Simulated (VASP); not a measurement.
# NaF (Villiaumite) (Fm-3m) in VASP: elastic constants with PBE

Aim: the elastic constants of NaF (Villiaumite) with PBE.

Program: VASP 6.6.1. These are calculated values, not measurements. Logs are shortened: lines on timing, memory, paths and dates and some standing lists are left out, and cuts for length are marked.

## (1) The cell of the first run

The structure is cubic, space group Fm-3m (No. 225). Conventional cell: a = 4.640 Å, b = 4.640 Å, c = 4.640 Å, α = 90.00°, β = 90.00°, γ = 90.00°. Na (site symmetry m-3m) has 6 F at 2.32 Å within 3.1 Å. Within 3.1 Å of F (site symmetry m-3m) lie 6 Na at 2.32 Å.

## (2) Elastic constants, PBE

Contents of INCAR:

```
SYSTEM = NaF
PREC = Accurate ; ENCUT = 600
EDIFF = 1E-8 ; ISMEAR = 0
SIGMA = 0.01 ; LREAL = .FALSE.
LASPH = .TRUE. ; NELM = 60
ALGO = Normal ; ISIF = 3
LWAVE = .FALSE. ; LCHARG = .FALSE.
GGA = PE ; IBRION = 6
NFREE = 2 ; POTIM = 0.015
NSW = 1
```

Contents of KPOINTS:

```
Automatic mesh
0
G
  8 8 8
  0 0 0
```

Contents of POSCAR:

```
NaF
1.0
    0.0000000000      2.3200000000      2.3200000000
    2.3200000000      0.0000000000      2.3200000000
    2.3200000000      2.3200000000      0.0000000000
Na F
1 1
Direct
    0.0000000000      0.0000000000      0.0000000000
    0.5000000000      0.5000000000      0.5000000000
```

Potentials or basis: VASP PAW PBE potentials, release 64 (Na_pv, F).

Started as:

```
$ cat potpaw_PBE.64/Na_pv/POTCAR potpaw_PBE.64/F/POTCAR > POTCAR
$ mpirun -np 1 vasp_std > vasp.out
```

OUTCAR:

```text
SYSTEM = NaF
   PREC = Accurate
   ENCUT = 600
   EDIFF = 1E-8
   ISMEAR = 0
   LREAL = .FALSE.
   LASPH = .TRUE.
   NELM = 60
   ISIF = 3
   GGA = PE
   IBRION = 6
   NFREE = 2
   POTIM = 0.015
   NSW = 1

 ion  position               nearest neighbor table
   1  0.000  0.000  0.000-   2 2.32   2 2.32   2 2.32   2 2.32   2 2.32   2 2.32
   2  0.500  0.500  0.500-   1 2.32   1 2.32   1 2.32   1 2.32   1 2.32   1 2.32

  LATTYP: Found a face centered cubic cell.
 ALAT       =     4.6400000000

  Lattice vectors:

 A1 = (   0.0000000000,   2.3200000000,   2.3200000000)
 A2 = (   2.3200000000,   0.0000000000,   2.3200000000)
 A3 = (   2.3200000000,   2.3200000000,   0.0000000000)

Analysis of symmetry for initial positions (statically):
=====================================================================
 Subroutine PRICEL returns:
 Original cell was already a primitive cell.

 Routine SETGRP: Setting up the symmetry group for a
 face centered cubic supercell.

 Subroutine GETGRP returns: Found 48 space group operations
 (whereof 48 operations were pure point group operations)
 out of a pool of 48 trial point group operations.

The static configuration has the point symmetry O_h .

Analysis of symmetry for dynamics (positions and initial velocities):
=====================================================================
 Subroutine PRICEL returns:
 Original cell was already a primitive cell.

 Routine SETGRP: Setting up the symmetry group for a
 face centered cubic supercell.

 Subroutine GETGRP returns: Found 48 space group operations
 (whereof 48 operations were pure point group operations)
 out of a pool of 48 trial point group operations.

The dynamic configuration has the point symmetry O_h .

 Subroutine INISYM returns: Found 48 space group operations
 (whereof 48 operations are pure point group operations),
 and found     1 'primitive' translations

----------------------------------------------------------------------------------------

                                     Primitive cell

  volume of cell :      24.9743

  direct lattice vectors                    reciprocal lattice vectors
     0.000000000  2.320000000  2.320000000    -0.215517241  0.215517241  0.215517241
     2.320000000  0.000000000  2.320000000     0.215517241 -0.215517241  0.215517241
     2.320000000  2.320000000  0.000000000     0.215517241  0.215517241 -0.215517241

  length of vectors
     3.280975465  3.280975465  3.280975465     0.373286812  0.373286812  0.373286812

  position of ions in fractional coordinates (direct lattice)
     0.000000000  0.000000000  0.000000000
     0.500000000  0.500000000  0.500000000

  ion indices of the primitive-cell ions
   primitive index   ion index
                 1           1
                 2           2

----------------------------------------------------------------------------------------

 KPOINTS: Automatic mesh

Automatic generation of k-mesh.
 Grid dimensions read from file:
 generate k-points for:    8    8    8

 Generating k-lattice:

  Cartesian coordinates                     Fractional coordinates (reciprocal lattice)
    -0.026939655  0.026939655  0.026939655     0.125000000  0.000000000  0.000000000
[... 112 lines left out ...]

  FORCE on cell =-STRESS in cart. coord.  units (eV):
  Direction    XX          YY          ZZ          XY          YZ          ZX
  --------------------------------------------------------------------------------------
  -------------------------------------------------------------------------------------
  Total        0.2658655      0.2658655      0.2658655      0.0000000      0.0000000      0.0000000
  in kB       17.0560551     17.0560551     17.0560551      0.0000000      0.0000000      0.0000000
  external PRESSURE =      17.0560551 kB  Pullay stress =       0.0000000 kB
[... 89 lines left out ...]
  FREE ENERGIE OF THE ION-ELECTRON SYSTEM (eV)
  ---------------------------------------------------
  free  energy   TOTEN  =        -8.5586356345 eV

  energy  without entropy=       -8.5586356345  energy(sigma->0) =       -8.55863563

[... ionic steps 4 to 14 ...]

--------------------------------------- Ionic step       15  -------------------------------------------

 number of electron      14.0000004 magnetization

------------------------ aborting loop because EDIFF is reached ----------------------------------------
[... 67 lines left out ...]
--------------------------------------- Ionic step       17  -------------------------------------------

 number of electron      14.0000006 magnetization

 Free energy of the ion-electron system (eV)
  ---------------------------------------------------
  ext. energy  EPLUGINS =         0.00000000
  ---------------------------------------------------
  free energy    TOTEN  =        -8.56441846 eV

  energy without entropy =       -8.56441846  energy(sigma->0) =       -8.56441846

 E-fermi :  -1.9795     XC(G=0):  -9.1357

 val. band max:       -2.1039079808   @ k =   0.0000   0.0000   0.0000
 cond. band min:       4.1771593042   @ k =   0.0000   0.0000   0.0000
 fundamental gap:      6.2810672850
 Fermi energy:        -1.9794629075

 k-point     1 :       0.0000    0.0000    0.0000
  band No.  band energies     occupation
      1     -21.2716      2.00000
      2     -21.0598      2.00000
      3     -21.0598      2.00000
      4     -21.0589      2.00000
      5      -2.1039      2.00000
      6      -2.1039      2.00000
      7      -2.1039      2.00000
      8       4.1772      0.00000
      9      16.8473      0.00000
     10      16.8477      0.00000
     11      16.8477      0.00000
[... 309 lines left out ...]
 k-point    24 :      -0.3750    0.2500    0.1250
  band No.  band energies     occupation
      1     -21.7432      2.00000
      2     -21.1134      2.00000
      3     -21.0903      2.00000
      4     -20.4249      2.00000
      5      -3.4035      2.00000
      6      -2.6767      2.00000
      7      -2.4379      2.00000
      8       9.6605      0.00000
      9      10.5826      0.00000
     10      14.9786      0.00000
     11      16.8236      0.00000

 [... further k-points ...]

------------------------ aborting loop because EDIFF is reached ----------------------------------------

  FORCE on cell =-STRESS in cart. coord.  units (eV):
  Direction    XX          YY          ZZ          XY          YZ          ZX
  --------------------------------------------------------------------------------------
  -------------------------------------------------------------------------------------
  Total        0.2696972      0.2657041      0.2657041      0.0000000      0.0000000      0.0000000
  in kB       17.3018679     17.0457005     17.0457005      0.0000000      0.0000000      0.0000000
  external PRESSURE =      17.1310896 kB  Pullay stress =       0.0000000 kB
[... 17 lines left out ...]
  FREE ENERGIE OF THE ION-ELECTRON SYSTEM (eV)
  ---------------------------------------------------
  free  energy   TOTEN  =        -8.5644184610 eV

  energy  without entropy=       -8.5644184610  energy(sigma->0) =       -8.56441846

 INTERNAL STRAIN TENSORS FROM STRAINED CELLS
 ============================================

 INTERNAL STRAIN TENSOR FOR ION    1 for displacements in x,y,z  (eV/Angst):
          X           Y           Z          XY          YZ          ZX
  --------------------------------------------------------------------------------
  x    -0.00000     0.00000     0.00000     0.00000     0.00000    -0.00000
  y    -0.00000     0.00000    -0.00000     0.00000     0.00000     0.00000
  z     0.00000     0.00000     0.00000     0.00000    -0.00000     0.00000

 INTERNAL STRAIN TENSORS FROM DISPLACED ATOMS
 ============================================

 INTERNAL STRAIN TENSOR FOR ION    1 for displacements in x,y,z  (eV/Angst):
          X           Y           Z          XY          YZ          ZX
  --------------------------------------------------------------------------------
  x     0.00000     0.00000     0.00000     0.00000     0.00000     0.00000
  y     0.00000     0.00000     0.00000     0.00000     0.00000     0.00000
  z     0.00000     0.00000     0.00000     0.00000     0.00000     0.00000

 INTERNAL STRAIN TENSOR FOR ION    2 for displacements in x,y,z  (eV/Angst):
          X           Y           Z          XY          YZ          ZX
  --------------------------------------------------------------------------------
  x     0.00000     0.00000     0.00000     0.00000     0.00000     0.00000
  y     0.00000     0.00000     0.00000     0.00000     0.00000     0.00000
  z     0.00000     0.00000     0.00000     0.00000     0.00000     0.00000

 Eigenvectors and eigenvalues of the dynamical matrix
 ----------------------------------------------------

   1 f  =    7.504104 THz    47.149678 2PiTHz  250.309976 cm-1    31.034468 meV
             X         Y         Z           dx          dy          dz
      0.000000  0.000000  0.000000     0.000000    0.673769    0.000000
      2.320000  2.320000  2.320000     0.000000   -0.738942    0.000000
[... 21 lines left out ...]
   6 f/i=    0.011322 THz     0.071139 2PiTHz    0.377666 cm-1     0.046825 meV
             X         Y         Z           dx          dy          dz
      0.000000  0.000000  0.000000     0.000000    0.000000    0.738942
      2.320000  2.320000  2.320000     0.000000    0.000000    0.673769

--------------------------------------------------------------------------------------------------------

 ELASTIC MODULI CONTR FROM IONIC RELAXATION (kBar)
 Direction    XX          YY          ZZ          XY          YZ          ZX
 --------------------------------------------------------------------------------
 XX           0.0000      0.0000      0.0000      0.0000      0.0000      0.0000
 YY           0.0000      0.0000      0.0000      0.0000      0.0000      0.0000
 ZZ           0.0000      0.0000      0.0000      0.0000      0.0000      0.0000
 XY           0.0000      0.0000      0.0000      0.0000      0.0000      0.0000
 YZ           0.0000      0.0000      0.0000      0.0000      0.0000      0.0000
 ZX           0.0000      0.0000      0.0000      0.0000      0.0000      0.0000
 --------------------------------------------------------------------------------

 TOTAL ELASTIC MODULI (kBar)
 Direction    XX          YY          ZZ          XY          YZ          ZX
 --------------------------------------------------------------------------------
 XX        1087.0381    220.2274    220.2274      0.0000     -0.0000      0.0000
 YY         220.2274   1087.0381    220.2274      0.0000      0.0000      0.0000
 ZZ         220.2274    220.2274   1087.0381     -0.0000      0.0000     -0.0000
 XY           0.0000      0.0000     -0.0000    265.8684     -0.0000      0.0000
 YZ          -0.0000      0.0000      0.0000     -0.0000    265.8684      0.0000
 ZX           0.0000      0.0000     -0.0000      0.0000      0.0000    265.8684
 --------------------------------------------------------------------------------
```

It took 6 min on 1 thread of AMD EPYC 7R13 (Zen 3), shared host; peak memory 0.19 GiB.

Results:

```
Elastic constants C11, C12, C44                         : 109, 22, 27 GPa
Voigt bulk modulus                                      : 51 GPa
Highest phonon frequency at Γ, LO-TO splitting left out : 250 cm⁻¹
```

Phonon frequencies in cm⁻¹ (negative: imaginary):
```tsv
q point	frequencies
(0.000, 0.000, 0.000)	0 0 0 250 250 250
```

Elastic tensor in Voigt notation (GPa, in the Cartesian axes of the cell as first typed):
```
109  22  22   0   0   0
 22 109  22   0   0   0
 22  22 109   0   0   0
  0   0   0  27   0   0
  0   0   0   0  27   0
  0   0   0   0   0  27
```

Clamped-ion elastic tensor (GPa):
```
109  22  22   0   0   0
 22 109  22   0   0   0
 22  22 109   0   0   0
  0   0   0  27   0   0
  0   0   0   0  27   0
  0   0   0   0   0  27
```

Caveat: the cell is under stress, which shifts elastic constants.
